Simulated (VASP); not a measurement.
A run of VASP 6.6.1:

INCAR

```
PREC     = Accurate       # precision mode
ENCUT    = 600            # plane-wave cutoff, eV
EDIFF    = 1E-6           # SCF threshold, eV
ISMEAR   = 0              # smearing method
SIGMA    = 0.1            # smearing width, eV
LREAL    = False          # projectors in reciprocal space
LASPH    = True           # aspherical terms in the spheres
NELM     = 100            # most SCF steps
ALGO     = Normal         # electronic algorithm
ISIF     = 3              # what is computed and relaxed
LWAVE    = False          # write WAVECAR
LCHARG   = False          # write CHGCAR
GGA      = PE             # functional
IBRION   = 2              # ionic algorithm
NSW      = 90             # ionic steps
EDIFFG   = -0.04          # ionic threshold
```

The input KPOINTS:

```
regular mesh
0
Gamma
  6 6 4
```

POSCAR

```
Si3AsF
1.0
    4.1360299500      0.0000000000      0.0000000000
   -2.0680149700      3.5819070000      0.0000000000
    0.0000000000      0.0000000000      4.9640688800
Si As F
3 1 1
Direct
    0.6666666700      0.3333333300      0.2489190000
    0.6666666700      0.3333333300      0.7510810000
    0.0000000000      0.0000000000      0.0000000000
    0.0000000000      0.0000000000      0.5000000000
    0.3333333300      0.6666666700      0.0000000000
```

Potentials or basis: VASP PAW PBE potentials, release 64 (Si, As, F).

Run with:

```sh
$ cat potpaw_PBE.64/Si/POTCAR potpaw_PBE.64/As/POTCAR potpaw_PBE.64/F/POTCAR > POTCAR
$ mpirun -np 1 vasp_std > vasp.out
```

Hardware: 1 thread of Intel(R) Xeon(R) 6975P-C (Granite Rapids) (shared host).

**Question.** How long does it take, and how much memory?

**Answer.** It took 2.9 min on 1 thread of Intel(R) Xeon(R) 6975P-C (Granite Rapids), on a shared host, peak memory 0.24 GiB. Counts: scf iterations 130, k points 21, ion steps 15.
